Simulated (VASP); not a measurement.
# MnAs: single point with r2SCAN

MnAs:

```
Mn As
1.0
     3.74813    0.00000    0.00000
    -1.87406    3.24597    0.00000
     0.00000    0.00000    5.71626
Mn As
2 2
Cartesian
  0.0000 0.0000 0.0000
  0.0000 0.0000 2.8581
  0.0000 2.1640 1.4291
  1.8741 1.0820 4.2872
```

| Quantity | Value |
| --- | --- |
| Program | VASP 6.6.1 |
| Task | single point |
| Functional | r2SCAN |
| Potentials or basis | VASP PAW PBE potentials, release 64 (Mn_pv, As) |
| Cutoff | 520 eV |
| k mesh | 12 × 12 × 8 |
| Occupations | gaussian, width 0.05 eV |
| Spin | no spin polarisation |

| Quantity | Value |
| --- | --- |
| Pressure | -23.2 GPa |
| Band gap on the k mesh | zero (bands 18 and 19 overlap by 0.20 eV) |

Stress tensor (GPa, compression positive):
```
-22.84   0.00   0.00
  0.00 -22.84   0.00
  0.00   0.00 -23.85
```

Levels at points of the mesh, in eV from the Fermi level:
```tsv
k point	band 16	band 17	band 18	band 19	band 20	band 21
(0.00, 0.00, 0.00)	-0.60	0.10	0.10	0.82	0.82	1.45
(0.50, 0.00, 0.00)	-0.24	-0.20	-0.13	0.03	0.07	0.39
(0.00, 0.00, 0.50)	-0.66	-0.66	-0.66	0.25	0.25	2.98
(0.50, 0.00, 0.50)	-0.81	-0.07	-0.07	0.09	0.09	1.64
```

Wall time 7 min on 1 thread of AMD EPYC 7R13 Processor (Zen 3), with other jobs on the host, peak memory 0.27 GiB.

Caveat: the cell stands under tension; the PAW data sets were made with another functional, which shifts forces and pressure a little; the run has no spin polarisation, though such a crystal can be magnetic. Spin polarisation is off, so any magnetic state and its effect on volume and gap are missing.
